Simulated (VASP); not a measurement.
Write the native input for VASP 6.6.1 that does the following.

```yaml
Task: single point
Functional: PBEsol
Potentials_or_basis: VASP PAW PBE potentials, release 64 (Si, Ti_sv)
Cutoff: 520 eV
k_mesh: 2 × 2 × 2
Occupations: gaussian, width 0.05 eV
Spin: no spin polarisation
Dipole_correction: no
Further_INCAR_settings: LREAL = Auto; ALGO = Normal; EDIFF = 1e-06; NBANDS = 52
```

The structure of TiSi16 (a cell with a defect) lies in POSCAR:

```
TiSi16
1.0
    0.0000000000      5.4300000000      5.4300000000
    5.4300000000      0.0000000000      5.4300000000
    5.4300000000      5.4300000000      0.0000000000
Si Ti
16 1
Direct
    0.0069119705      0.0063425414      0.0002598527
    0.1273941989      0.1268770718      0.1329146409
    0.0037142726      0.0032089319      0.5033754144
    0.1271738490      0.1266147330      0.6268110497
    0.0071839779      0.5003604052      0.0005300184
    0.1409758748      0.6242793738      0.1244528545
    0.0068876611      0.5000795580      0.5065440147
    0.1273838858      0.6327496317      0.6270507366
    0.5008719153      0.0066811234      0.0005453959
    0.6248290976      0.1404213628      0.1244968692
    0.5006101289      0.0063464088      0.5065725599
    0.6332509208      0.1268816759      0.6270660221
    0.5041127993      0.5035562615      0.0037930939
    0.6250723757      0.6245994475      0.1247710866
    0.5008626151      0.5003661142      0.5068697974
    0.6247965930      0.6242903315      0.6406501842
    0.7540034991      0.7534572744      0.2536690608
```

These files were run (other wordings do the same):

INCAR

```
PREC = Accurate
ENCUT = 520
EDIFF = 1E-6
ISMEAR = 0
SIGMA = 0.05
LREAL = Auto
LASPH = T
NELM = 80
ALGO = Normal
ISIF = 2
LWAVE = F
LCHARG = F
GGA = PS
NBANDS = 52
```

KPOINTS

```
regular mesh
0
Gamma
  2 2 2
```

Potentials or basis: VASP PAW PBE potentials, release 64 (Si, Ti_sv).

Run with:

```sh
$ cat potpaw_PBE.64/Si/POTCAR potpaw_PBE.64/Ti_sv/POTCAR > POTCAR
$ mpirun -np 1 vasp_std > vasp.out
```

It gave:

| Property | Result |
| --- | --- |
| Pressure | 2.1 GPa |
| Largest force | 0.014 eV/Å |
| Band gap on the k mesh | zero (bands 38 and 39 overlap by 0.41 eV) |

Caveat: the k points lie up to 0.50 Å⁻¹ apart; the PAW data sets were made with another functional, which shifts forces and pressure a little.

It took 110 s on 1 thread of Intel(R) Xeon(R) 6975P-C (Granite Rapids), with other jobs on the host, peak memory 0.49 GiB.
